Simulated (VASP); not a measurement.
# Sn (Immm) in VASP: settings compared

Sn is run at these levels: LDA, PBE; tasks: relaxation of cell and atoms.

Program: VASP 6.6.1. These are calculated values, not measurements. Logs are shortened: lines on timing, memory, paths and dates and some standing lists are left out, and cuts for length are marked.

### Step 1. The cell of the first run

Symmetry: Immm, No. 71, orthorhombic system. Conventional cell: a = 3.453 Å, b = 3.551 Å, c = 4.677 Å, α = 90.00°, β = 90.00°, γ = 90.00°. Within 4.5 Å of Sn (site symmetry mmm) lie 12 Sn at 3.41 to 3.55 Å.

### Step 2. Relaxation of cell and atoms, LDA

The input, INCAR:

```
SYSTEM = Sn
  PREC = Accurate
  ENCUT = 600
  EDIFF = 1E-6
  ISMEAR = -1
  SIGMA = 0.05
  LREAL = .FALSE.
  LASPH = .TRUE.
  NELM = 60
  ALGO = Normal
  ISIF = 3
  LWAVE = .FALSE.
  LCHARG = .FALSE.
  GGA = CA
  IBRION = 2
  NSW = 80
  EDIFFG = -0.005
```

The input, KPOINTS:

```
Automatic mesh
0
G
  11 11 11
  0 0 0
```

The input, POSCAR:

```
Sn
1.0
   -1.7265390000      1.7755470000      2.3383420000
    1.7265390000     -1.7755470000      2.3383420000
    1.7265390000      1.7755470000     -2.3383420000
Sn
1
Direct
    0.0000000000      0.0000000000      0.0000000000
```

Potentials or basis: VASP PAW LDA potentials, release 64 (Sn_d).

Started as:

```bash
cat potpaw_LDA.64/Sn_d/POTCAR > POTCAR
mpirun -np 1 vasp_std > vasp.out
```

OUTCAR:

```text
SYSTEM = Sn
   PREC = Accurate
   ENCUT = 600
   EDIFF = 1E-6
   ISMEAR = -1
   LREAL = .FALSE.
   LASPH = .TRUE.
   NELM = 60
   ISIF = 3
   GGA = CA
   IBRION = 2
   NSW = 80
   EDIFFG = -0.005

 ion  position               nearest neighbor table
   1  0.000  0.000  0.000-

  LATTYP: Found a body centered orthorhombic cell.
 ALAT       =     3.4530780000
 B/A-ratio  =     1.0283851103
 C/A-ratio  =     1.3543522620

  Lattice vectors:

 A1 = (  -1.7265390000,   1.7755470000,   2.3383420000)
 A2 = (   1.7265390000,  -1.7755470000,   2.3383420000)
 A3 = (   1.7265390000,   1.7755470000,  -2.3383420000)

Analysis of symmetry for initial positions (statically):
=====================================================================
 Subroutine PRICEL returns:
 Original cell was already a primitive cell.

 Routine SETGRP: Setting up the symmetry group for a
 body centered orthorhombic supercell.

 Subroutine GETGRP returns: Found  8 space group operations
 (whereof  8 operations were pure point group operations)
 out of a pool of  8 trial point group operations.

The static configuration has the point symmetry D_2h.

Analysis of symmetry for dynamics (positions and initial velocities):
=====================================================================
 Subroutine PRICEL returns:
 Original cell was already a primitive cell.

 Routine SETGRP: Setting up the symmetry group for a
 body centered orthorhombic supercell.

 Subroutine GETGRP returns: Found  8 space group operations
 (whereof  8 operations were pure point group operations)
 out of a pool of  8 trial point group operations.

The dynamic configuration has the point symmetry D_2h.

 Subroutine INISYM returns: Found  8 space group operations
 (whereof  8 operations are pure point group operations),
 and found     1 'primitive' translations

----------------------------------------------------------------------------------------

                                     Primitive cell

  volume of cell :      28.6732

  direct lattice vectors                    reciprocal lattice vectors
    -1.726539000  1.775547000  2.338342000     0.000000000  0.281603359  0.213826720
     1.726539000 -1.775547000  2.338342000     0.289596702  0.000000000  0.213826720
     1.726539000  1.775547000 -2.338342000     0.289596702  0.281603359  0.000000000

  length of vectors
     3.406075069  3.406075069  3.406075069     0.353584952  0.359983494  0.403938983

  position of ions in fractional coordinates (direct lattice)
[... 105 lines left out ...]
   IVDW    =     0    specifies the selected vdW correction
   LEPSILON=     F    determine dielectric tensor
   LRPA    =     F    only Hartree local field effects (RPA)
 conjugate gradient relaxation of ions
 non-spin polarized calculation
  energy-cutoff  :      600.00
  volume of cell :       28.67
 maximum number of plane-waves:       971
   NGX = 13   NGY = 13   NGZ = 13

--------------------------------------- Ionic step        1  -------------------------------------------

 number of electron      13.9999998 magnetization

 Free energy of the ion-electron system (eV)
  ---------------------------------------------------
  ext. energy  EPLUGINS =         0.00000000
  ---------------------------------------------------
  free energy    TOTEN  =        -4.40155199 eV

  energy without entropy =       -4.39815216  energy(sigma->0) =       -4.39985208

------------------------ aborting loop because EDIFF is reached ----------------------------------------

  FORCE on cell =-STRESS in cart. coord.  units (eV):
  Direction    XX          YY          ZZ          XY          YZ          ZX
  --------------------------------------------------------------------------------------
  -------------------------------------------------------------------------------------
  Total       -0.7307501     -1.0160960     -0.7726547     -0.0000000      0.0000000      0.0000000
  in kB      -40.8322107    -56.7765167    -43.1737176     -0.0000000      0.0000000      0.0000000
  external PRESSURE =     -46.9274817 kB  Pullay stress =       0.0000000 kB
[... 86 lines left out ...]
  FREE ENERGIE OF THE ION-ELECTRON SYSTEM (eV)
  ---------------------------------------------------
  free  energy   TOTEN  =        -4.4480039767 eV

  energy  without entropy=       -4.4440749297  energy(sigma->0) =       -4.44603945

[... ionic steps 4 to 13 ...]

--------------------------------------- Ionic step       14  -------------------------------------------

 number of electron      13.9999999 magnetization

------------------------ aborting loop because EDIFF is reached ----------------------------------------
[... 65 lines left out ...]
--------------------------------------- Ionic step       16  -------------------------------------------

 number of electron      13.9999999 magnetization

 Free energy of the ion-electron system (eV)
  ---------------------------------------------------
  ext. energy  EPLUGINS =         0.00000000
  ---------------------------------------------------
  free energy    TOTEN  =        -4.44903491 eV

  energy without entropy =       -4.44479325  energy(sigma->0) =       -4.44691408

 E-fermi :   8.4312     XC(G=0): -10.8247

 val. band max:        8.3497305388   @ k =   0.4545   0.2727   0.0000
 cond. band min:       8.4372983339   @ k =  -0.3636   0.1818  -0.0000
 fundamental gap:      0.0875677951
 Fermi energy:         8.4312455093

 k-point     1 :       0.0000    0.0000    0.0000
  band No.  band energies     occupation
      1     -13.0318      2.00000
      2     -13.0317      2.00000
      3     -13.0018      2.00000
      4     -12.9478      2.00000
      5     -12.9122      2.00000
      6      -3.0507      2.00000
      7      16.3860      0.00000
      8      16.4697      0.00000
      9      16.4724      0.00000
     10      19.2458      0.00000
     11      20.6268      0.00000
[... 309 lines left out ...]
 k-point    24 :      -0.4545    0.1818    0.0000
  band No.  band energies     occupation
      1     -13.0494      2.00000
      2     -12.9922      2.00000
      3     -12.9521      2.00000
      4     -12.8948      2.00000
      5     -12.8389      2.00000
      6       0.7845      2.00000
      7       6.0273      2.00000
      8      11.1625      0.00000
      9      12.7822      0.00000
     10      16.1030      0.00000
     11      21.5114      0.00000

 [... further k-points ...]
[... 5 lines left out ...]
  --------------------------------------------------------------------------------------
  -------------------------------------------------------------------------------------
  Total        0.0016021     -0.0000031      0.0032247     -0.0000000      0.0000000      0.0000000
  in kB        0.0990193     -0.0001930      0.1993060     -0.0000000      0.0000000      0.0000000
  external PRESSURE =       0.0993774 kB  Pullay stress =       0.0000000 kB
[... 16 lines left out ...]
  FREE ENERGIE OF THE ION-ELECTRON SYSTEM (eV)
  ---------------------------------------------------
  free  energy   TOTEN  =        -4.4490349097 eV

  energy  without entropy=       -4.4447932521  energy(sigma->0) =       -4.44691408

 reached required accuracy - stopping structural energy minimisation
```

OSZICAR:

```text
N       E                     dE             d eps       ncg     rms          rms(c)
DAV:   1     0.755976489263E+02    0.75598E+02   -0.82022E+03  4794   0.203E+03
DAV:   2     0.301432448329E+00   -0.75296E+02   -0.73518E+02  4899   0.346E+02
DAV:   3    -0.430866572197E+01   -0.46101E+01   -0.45805E+01  5409   0.778E+01
[... 110 lines left out ...]
DAV:   1    -0.444921931436E+01   -0.18158E-03   -0.49685E-03  5558   0.887E-01    0.726E-02
DAV:   2    -0.444909549286E+01    0.12382E-03   -0.16036E-04  5920   0.293E-01    0.426E-02
DAV:   3    -0.444903545928E+01    0.60034E-04   -0.92344E-05  6677   0.264E-01    0.611E-03
DAV:   4    -0.444903504727E+01    0.41202E-06   -0.11513E-05  5438   0.572E-02    0.276E-03
DAV:   5    -0.444903490967E+01    0.13760E-06   -0.23858E-07  2523   0.132E-02
  16 F= -.44490349E+01 E0= -.44469141E+01  d E =-.399469E-04
```

CONTCAR:

```text
Sn
   1.00000000000000
    -1.6842941770886026    1.6844981411431670    2.2841599069724250
     1.6842941770886026   -1.6844981411431670    2.2841599069724250
     1.6842941770886026    1.6844981411431670   -2.2841599069724250
  Sn
     1
Direct
     0.0000000000000000    0.0000000000000000    0.0000000000000000

  0.00000000E+00  0.00000000E+00  0.00000000E+00
```

Run time: 4.6 min. Hardware: 1 thread of Intel Xeon 6975P-C (Granite Rapids), shared host; peak memory 0.23 GiB.

What came out:

```
Free energy                            : -4.4490 eV
Relaxed volume                         : 25.92 Å³/atom
Relaxed cell                           : a = 3.300 Å, b = 3.300 Å, c = 3.300 Å, α = 118.63°, β = 118.62°, γ = 92.40°
Space group after relaxing (to 0.05 Å) : I4/mmm (No. 139)
Energy gained by relaxing              : 47.5 meV/atom
Ionic steps                            : 16
Pressure after relaxing                : 0.0 GPa
Band gap on the k mesh                 : zero (band 7 reaches 16.39 eV, above the bottom of band 8 at 6.46 eV)
```

Step by step:
```tsv
step	energy change (eV)	largest force (eV/Å)	pressure (GPa)	volume (Å³)
1	0.0000	0.0000	-4.69	28.67
2	-0.0440	0.0000	1.50	25.33
3	-0.0465	0.0000	0.12	25.88
4	-0.0464	0.0000	-0.04	25.94
5	-0.0472	0.0000	-0.03	25.95
6	-0.0474	0.0000	-0.04	25.96
7	-0.0474	0.0000	-0.06	25.96
8	-0.0474	0.0000	-0.07	25.96
9	-0.0474	0.0000	-0.06	25.96
10	-0.0474	0.0000	-0.07	25.96
11	-0.0474	0.0000	0.04	25.92
12	-0.0474	0.0000	0.10	25.89
13	-0.0475	0.0000	0.08	25.91
14	-0.0475	0.0000	-0.08	25.96
15	-0.0475	0.0000	-0.03	25.94
16	-0.0475	0.0000	0.01	25.92
```

Final structure:
```cif
data_structure
_symmetry_space_group_name_H-M 'P 1'
_symmetry_Int_Tables_number 1
_cell_length_a 3.3003
_cell_length_b 3.3003
_cell_length_c 3.3003
_cell_angle_alpha 118.626
_cell_angle_beta 118.617
_cell_angle_gamma 92.405
_cell_volume 25.92
loop_
_atom_site_label
_atom_site_type_symbol
_atom_site_fract_x
_atom_site_fract_y
_atom_site_fract_z
_atom_site_occupancy
Sn1 Sn 0.00000 0.00000 0.00000 1
```

Levels at points of the mesh, in eV from the Fermi level:
| k point | band 5 | band 6 | band 7 | band 8 | band 9 | band 10 |
| --- | --- | --- | --- | --- | --- | --- |
| (0.00, 0.00, 0.00) | -21.34 | -11.48 | 7.95 | 8.04 | 8.04 | 10.81 |

Caveat: spin-orbit coupling is left out, which moves the levels of the heavy elements.

### Step 3. Relaxation of cell and atoms, PBE

The input, INCAR:

```
PREC = Accurate ; ENCUT = 600
EDIFF = 1E-7 ; ISMEAR = -1
SIGMA = 0.05 ; LREAL = F
LASPH = T ; NELM = 60
ALGO = Normal ; ISIF = 3
LWAVE = F ; LCHARG = F
GGA = PE ; IBRION = 2
NSW = 80 ; EDIFFG = -0.005
```

The input, KPOINTS:

```
regular mesh
0
Gamma
  11 11 11
```

POSCAR is that of step 2.

Potentials or basis: VASP PAW PBE potentials, release 64 (Sn_d).

Started as:

```bash
cat potpaw_PBE.64/Sn_d/POTCAR > POTCAR
mpirun -np 1 vasp_std > vasp.out
```

It took 4.3 min on 1 thread of Intel Xeon 6975P-C (Granite Rapids), shared host; peak memory 0.23 GiB.

The run converged. Its results:

```yaml
Free_energy: -3.7931 eV
Relaxed_volume: 28.05 Å³/atom
Relaxed_cell: a = 3.391 Å, b = 3.391 Å, c = 3.391 Å, α = 118.81°, β = 118.79°, γ = 92.09°
Space_group_after_relaxing_to_0.05_Å: I4/mmm (No. 139)
Energy_gained_by_relaxing: 5.1 meV/atom
Ionic_steps: 15
Pressure_after_relaxing: 0.0 GPa
Band_gap_on_the_k_mesh: zero (band 7 reaches 15.18 eV, above the bottom of band 8 at 5.96 eV)
```

The path:
```tsv
step	energy change (eV)	largest force (eV/Å)	pressure (GPa)	volume (Å³)
1	0.0000	0.0000	-1.04	28.67
2	-0.0041	0.0000	0.23	27.91
3	-0.0041	0.0000	0.30	27.87
4	-0.0049	0.0000	0.13	27.96
5	-0.0050	0.0000	0.04	28.01
6	-0.0051	0.0000	-0.03	28.05
7	-0.0051	0.0000	-0.06	28.07
8	-0.0051	0.0000	-0.15	28.12
9	-0.0051	0.0000	-0.06	28.09
10	-0.0051	0.0000	-0.09	28.10
11	-0.0051	0.0000	0.05	28.04
12	-0.0051	0.0000	0.00	28.05
13	-0.0051	0.0000	0.00	28.04
14	-0.0051	0.0000	0.01	28.04
15	-0.0051	0.0000	0.01	28.05
```

Final structure:
```
CELL_PARAMETERS angstrom
-1.72579 1.72630 2.35342
1.72579 -1.72630 2.35342
1.72579 1.72630 -2.35342
ATOMIC_POSITIONS crystal
Sn 0.00000 0.00000 0.00000
```

Levels at points of the mesh, in eV from the Fermi level:
```csv
k point,band 5,band 6,band 7,band 8,band 9,band 10
"(0.00, 0.00, 0.00)",-21.46,-10.91,7.41,7.47,7.48,10.59
```

Caveat: spin-orbit coupling is left out, which moves the levels of the heavy elements.
